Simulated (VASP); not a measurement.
Cd3Cl2:

```
Cd Cl
1.0
     3.41540    1.97188    6.21655
    -3.41540    1.97188    6.21655
     0.00000   -3.94377    6.21655
Cd Cl
6 4
Direct
  0.05625 0.44375 0.75000
  0.75000 0.05625 0.44375
  0.44375 0.75000 0.05625
  0.94375 0.55625 0.25000
  0.25000 0.94375 0.55625
  0.55625 0.25000 0.94375
  0.85218 0.85218 0.85218
  0.64782 0.64782 0.64782
  0.14782 0.14782 0.14782
  0.35218 0.35218 0.35218
```

```yaml
Program: VASP 6.6.1
Task: relaxation of cell and atoms
Functional: PBE
Potentials_or_basis: VASP PAW PBE potentials, release 64 (Cd, Cl)
Cutoff: 600 eV
k_mesh: 3 × 3 × 3
Occupations: gaussian, width 0.1 eV
Spin: no spin polarisation
```

At the start: pressure 9.5 GPa; volume 25.12 Å³/atom.

**Question.** Where does the relaxation end?

**Answer.** Over 19 steps the energy falls by 227.0 meV/atom and the volume is 30.09 Å³/atom (+19.8 %); space group R-3c (No. 167, to 0.1 Å) before and after.

The path:
| step | energy change (eV) | largest force (eV/Å) | pressure (GPa) | volume (Å³) |
| --- | --- | --- | --- | --- |
| 1 | 0.0000 | 0.1109 | 9.46 | 251.20 |
| 2 | -1.7876 | 0.0547 | 1.51 | 309.03 |
| 3 | -1.8910 | 0.0465 | 0.40 | 325.31 |
| 4 | -1.9030 | 0.0434 | -0.02 | 332.88 |
| 5 | -1.9029 | 0.0426 | -0.12 | 334.67 |
| 6 | -1.9192 | 0.0328 | -0.13 | 334.23 |
| 7 | -1.9658 | 0.0516 | -0.17 | 332.75 |
| 8 | -2.0405 | 0.1218 | -0.26 | 329.02 |
| 9 | -2.0138 | 0.4875 | -0.37 | 318.38 |
| 10 | -2.0673 | 0.2037 | -0.32 | 326.17 |
| 11 | -2.0992 | 0.2215 | -0.10 | 319.85 |
| 12 | -2.1443 | 0.2829 | 0.70 | 300.87 |
| 13 | -2.1613 | 0.2731 | 0.66 | 300.10 |
| 14 | -2.2021 | 0.2451 | 0.53 | 297.65 |
| 15 | -2.2312 | 0.1943 | 0.32 | 292.12 |
| 16 | -2.2469 | 0.1537 | 0.16 | 294.96 |
| 17 | -2.2650 | 0.0711 | -0.20 | 302.05 |
| 18 | -2.2655 | 0.0606 | -0.25 | 303.14 |
| 19 | -2.2705 | 0.0352 | -0.03 | 300.88 |

Final structure:
```
Cd Cl
1.0
     4.06597    2.34749    5.25383
    -4.06597    2.34749    5.25383
     0.00000   -4.69497    5.25383
Cd Cl
6 4
Cartesian
  -1.4532 -2.3475 6.5673
  2.7596 -0.0848 6.5673
  -1.3064 2.4323 6.5673
  1.4532 2.3475 9.1942
  -2.7596 0.0848 9.1942
  1.3064 -2.4323 9.1942
  0.0000 0.0000 13.6227
  0.0000 0.0000 10.0196
  0.0000 0.0000 2.1388
  0.0000 0.0000 5.7419
```

Caveat: the k points lie up to 0.33 Å⁻¹ apart in the final cell; the volume moved by over 15 % at a fixed basis, so the end points are rough.
